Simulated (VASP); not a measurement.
# CdF2 (Fm-3m) in VASP: single point with r2SCAN

Aim: the single point of CdF2 with r2SCAN.

Program: VASP 6.6.1. These are calculated values, not measurements. Logs are shortened: lines on timing, memory, paths and dates and some standing lists are left out, and cuts for length are marked.

### 1 The cell of the first run

It takes space group Fm-3m (No. 225, cubic). Conventional cell: a = 5.388 Å, b = 5.388 Å, c = 5.388 Å, α = 90.00°, β = 90.00°, γ = 90.00°. Within 3.1 Å of Cd (site symmetry m-3m) lie 8 F at 2.33 Å. Within 3.1 Å of F (site symmetry -43m) lie 4 Cd at 2.33 Å and 6 F at 2.69 Å.

### 2 Single point, r2SCAN

POSCAR reads:

```
CdF2
1.0
    0.0000000000      2.6941776783      2.6941776783
    2.6941776783      0.0000000000      2.6941776783
    2.6941776783      2.6941776783      0.0000000000
Cd F
1 2
Direct
    0.0000000000      0.0000000000      0.0000000000
    0.2500000000      0.2500000000      0.2500000000
    0.7500000000      0.7500000000      0.7500000000
```

INCAR.step1 reads:

```
SYSTEM = CdF2
ALGO = Normal ; EDIFF = 1E-5
ENCUT = 770 ; GGA = PE
GGA_COMPAT = .False. ; ISMEAR = 0
LASPH = .True. ; LCHARG = .False.
LREAL = .False. ; LWAVE = .True.
NBANDS = 24 ; NELM = 120
PREC = Accurate ; SIGMA = 0.01
```

INCAR.step2 reads:

```
SYSTEM = CdF2
ALGO = Normal ; EDIFF = 1E-6
ENCUT = 770 ; GGA_COMPAT = .False.
ISIF = 2 ; ISMEAR = 0
ISTART = 1 ; LASPH = .True.
LCHARG = .True. ; LELF = .True.
LMIXTAU = .True. ; LREAL = .False.
LVHAR = .True. ; LWAVE = .False.
METAGGA = R2SCAN ; NBANDS = 24
NELM = 120 ; PREC = Accurate
SIGMA = 0.01
```

KPOINTS reads:

```
k-points
0
Gamma
  8 8 8
  0 0 0
```

Potentials or basis: VASP PAW PBE potentials, release 64 (Cd_sv_GW, F).

Command:

```
cat potpaw_PBE.64/Cd_sv_GW/POTCAR potpaw_PBE.64/F/POTCAR > POTCAR
cp INCAR.step1 INCAR
mpirun -np 1 vasp_std > vasp.out
cp INCAR.step2 INCAR
mpirun -np 1 vasp_std > vasp.out
```

OUTCAR:

```text
SYSTEM = CdF2
   EDIFF = 1E-6
   ENCUT = 770
   ISIF = 2
   ISMEAR = 0
   ISTART = 1
   LASPH = .True.
   LREAL = .False.
   METAGGA = R2SCAN
   NELM = 120
   PREC = Accurate

 ion  position               nearest neighbor table
   1  0.000  0.000  0.000-
   2  0.250  0.250  0.250-
   3  0.750  0.750  0.750-

  LATTYP: Found a face centered cubic cell.
 ALAT       =     5.3883553566

  Lattice vectors:

 A1 = (   0.0000000000,   2.6941776783,   2.6941776783)
 A2 = (   2.6941776783,   0.0000000000,   2.6941776783)
 A3 = (   2.6941776783,   2.6941776783,   0.0000000000)

Analysis of symmetry for initial positions (statically):
=====================================================================
 Subroutine PRICEL returns:
 Original cell was already a primitive cell.

 Routine SETGRP: Setting up the symmetry group for a
 face centered cubic supercell.

 Subroutine GETGRP returns: Found 48 space group operations
 (whereof 48 operations were pure point group operations)
 out of a pool of 48 trial point group operations.

The static configuration has the point symmetry O_h .

Analysis of symmetry for dynamics (positions and initial velocities):
=====================================================================
 Subroutine PRICEL returns:
 Original cell was already a primitive cell.

 Routine SETGRP: Setting up the symmetry group for a
 face centered cubic supercell.

 Subroutine GETGRP returns: Found 48 space group operations
 (whereof 48 operations were pure point group operations)
 out of a pool of 48 trial point group operations.

The dynamic configuration has the point symmetry O_h .

 Subroutine INISYM returns: Found 48 space group operations
 (whereof 48 operations are pure point group operations),
 and found     1 'primitive' translations

----------------------------------------------------------------------------------------

                                     Primitive cell

  volume of cell :      39.1119

  direct lattice vectors                    reciprocal lattice vectors
     0.000000000  2.694177678  2.694177678    -0.185585384  0.185585384  0.185585384
     2.694177678  0.000000000  2.694177678     0.185585384 -0.185585384  0.185585384
     2.694177678  2.694177678  0.000000000     0.185585384  0.185585384 -0.185585384

[... 80 lines left out ...]
   LNONCOLLINEAR =      F non collinear calculations
   LSORBIT =      F    spin-orbit coupling
   LASPH  =      T    aspherical Exc in radial PAW
   ENCUT  =  770.0 eV  56.59 Ry    7.52 a.u.   8.62  8.62  8.62*2*pi/ulx,y,z
   NELM   =    120;   NELMIN=  2; NELMDL=  0     # of ELM steps
   EDIFF  = 0.1E-05   stopping-criterion for ELM
   LREAL  =      F    real-space projection
   EDIFFG = 0.1E-04   stopping-criterion for IOM
   NSW    =      0    number of steps for IOM
   IBRION =     -1    ionic relax: 0-MD 1-quasi-New 2-CG
   NFREE  =      0    steps in history (QN), initial steepest desc. (CG)
   ISIF   =      2    stress and relaxation
   ISYM   =      2    0-nonsym 1-usesym 2-fastsym
   POTIM  = 0.5000    time-step for ionic-motion
   TEBEG  =    0.0;   TEEND  =   0.0 temperature during run
   PSTRESS=    0.0 pullay stress
   NELECT =      34.0000    total number of electrons
   NUPDOWN=      -1.0000    fix difference up-down
   EMIN   =  10.00;   EMAX   =-10.00  energy-range for DOS
   EFERMI =   0.00;   METHOD = LEGACY
   ISMEAR =     0;   SIGMA  =   0.01  broadening in eV -4-tet -1-fermi 0-gaus
   EFERMI_NEDOS =   21; number of points for ismear=-14 and -15
   IALGO  =     38    algorithm
   IMIX   =      4    mixing-type and parameters
     AMIX     =   0.40;   BMIX     =  1.00
     AMIX_MAG =   1.60;   BMIX_MAG =  1.00
  volume/ion in A,a.u.               =      13.04        87.98
  Fermi-wavevector in a.u.,A,eV,Ry     =   1.562422  2.952549 33.214016  2.441161
  Thomas-Fermi vector in A             =   2.665342
   LORBIT       =      0    0 simple, 1 ext, 2 COOP (PROOUT), +10 PAW based schemes
   METAGGA = R2SCAN    functional components
   LHFCALC =     F    Hartree Fock is set to
   AEXX    =    0.0000 exact exchange contribution
   IVDW    =     0    specifies the selected vdW correction
   LEPSILON=     F    determine dielectric tensor
   LRPA    =     F    only Hartree local field effects (RPA)
 non-spin polarized calculation
 Gauss-broadening in eV      SIGMA  =   0.01
  energy-cutoff  :      770.00
  volume of cell :       39.11
 maximum number of plane-waves:      1924
 NGX is ok and might be reduce to    36
   NGX = 17   NGY = 17   NGZ = 17

 number of electron      33.9999995 magnetization

 Free energy of the ion-electron system (eV)
  ---------------------------------------------------
  ext. energy  EPLUGINS =         0.00000000
  ---------------------------------------------------
  free energy    TOTEN  =       -33.84560830 eV

  energy without entropy =      -33.84560830  energy(sigma->0) =      -33.84560830

 E-fermi :   0.3279     XC(G=0): -11.2058

 val. band max:        0.0711095840   @ k =  -0.2500   0.5000   0.2500
 cond. band min:       3.8592186792   @ k =   0.0000   0.0000   0.0000
 fundamental gap:      3.7881090952
 Fermi energy:         0.3278732543

 k-point     1 :       0.0000    0.0000    0.0000
  band No.  band energies     occupation
      1    -100.9108      2.00000
      2     -61.1094      2.00000
      3     -61.1094      2.00000
      4     -61.1094      2.00000
      5     -21.8505      2.00000
      6     -20.7917      2.00000
[... 637 lines left out ...]
     23      19.5722      0.00000
     24      23.1182      0.00000

 [... further k-points ...]

------------------------ aborting loop because EDIFF is reached ----------------------------------------

  FORCE on cell =-STRESS in cart. coord.  units (eV):
  Direction    XX          YY          ZZ          XY          YZ          ZX
  --------------------------------------------------------------------------------------
  -------------------------------------------------------------------------------------
  Total       -0.1010974     -0.1010974     -0.1010974      0.0000000      0.0000000      0.0000000
  in kB       -4.1413492     -4.1413492     -4.1413492      0.0000000      0.0000000      0.0000000
  external PRESSURE =      -4.1413492 kB  Pullay stress =       0.0000000 kB

 VOLUME and BASIS-vectors are now :
 -----------------------------------------------------------------------------
  energy-cutoff  :      770.00
  volume of cell :       39.11
      direct lattice vectors                 reciprocal lattice vectors
     0.000000000  2.694177678  2.694177678    -0.185585384  0.185585384  0.185585384
     2.694177678  0.000000000  2.694177678     0.185585384 -0.185585384  0.185585384
     2.694177678  2.694177678  0.000000000     0.185585384  0.185585384 -0.185585384

 POSITION                                       TOTAL-FORCE (eV/Angst)
 -----------------------------------------------------------------------------------
      0.00000      0.00000      0.00000         0.000000     -0.000000      0.000000
      1.34709      1.34709      1.34709        -0.000000     -0.000000     -0.000000
      4.04127      4.04127      4.04127         0.000000      0.000000      0.000000
 -----------------------------------------------------------------------------------
    total drift:                               -0.000000      0.000000      0.000000

  FREE ENERGIE OF THE ION-ELECTRON SYSTEM (eV)
  ---------------------------------------------------
  free  energy   TOTEN  =       -33.8456083002 eV

  energy  without entropy=      -33.8456083002  energy(sigma->0) =      -33.84560830
```

It took 2.2 min on 1 thread of Intel Xeon Platinum 8375C at 2.90GHz (Ice Lake), shared host; peak memory 0.25 GiB.

Results:

| Quantity | Value |
| --- | --- |
| Free energy | -33.8456 eV |
| Pressure | -0.4 GPa |
| Band gap on the k mesh | 3.79 eV (least direct gap 4.31 eV) |

Levels at points of the mesh, in eV from the valence-band top:
```csv
k point,band 13,band 14,band 15,band 16,band 17,band 18,band 19,band 20,band 21,band 22
"(0.00, 0.00, 0.00)",-0.99,-0.99,-0.52,-0.52,-0.52,3.79,13.61,13.61,13.61,17.94
"(0.50, 0.00, 0.00)",-2.28,-1.84,-1.84,-0.41,-0.41,8.02,9.70,15.61,15.61,18.99
"(0.50, 0.50, 0.00)",-2.96,-2.96,-0.52,-0.09,-0.09,8.91,10.58,12.21,15.30,15.30
```

Caveat: the PAW data sets were made with another functional, which shifts forces and pressure a little.
